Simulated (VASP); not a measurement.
Here is a VASP 6.6.1 calculation.

The input INCAR:

```
SYSTEM = Fe
ALGO = Normal
EDIFF = 1E-6
ENCUT = 600
GGA_COMPAT = .FALSE.
ISIF = 2
ISMEAR = 1
ISPIN = 2
LASPH = .TRUE.
LCHARG = .FALSE.
LMAXMIX = 4
LORBIT = 11
LREAL = .FALSE.
LWAVE = .FALSE.
MAGMOM = 1.988
NBANDS = 18
NELM = 200
PREC = Accurate
SIGMA = 0.2
```

KPOINTS

```
k-points
0
G
  16 16 16
  0 0 0
```

File POSCAR:

```
Fe
1.0
   -1.3745984210      1.3745984210      1.3745984210
    1.3745984210     -1.3745984210      1.3745984210
    1.3745984210      1.3745984210     -1.3745984210
Fe
1
Direct
    0.0000000000      0.0000000000      0.0000000000
```

Potentials or basis: VASP PAW LDA potentials, release 64 (Fe_sv).

Command:

```console
$ cat potpaw_LDA.64/Fe_sv/POTCAR > POTCAR
$ mpirun -np 1 vasp_std > vasp.out
```

Q: What does it give for the net moment?

A: 1.94 μB per cell.

Q: What does it give for the pressure?

A: -4.3 GPa.
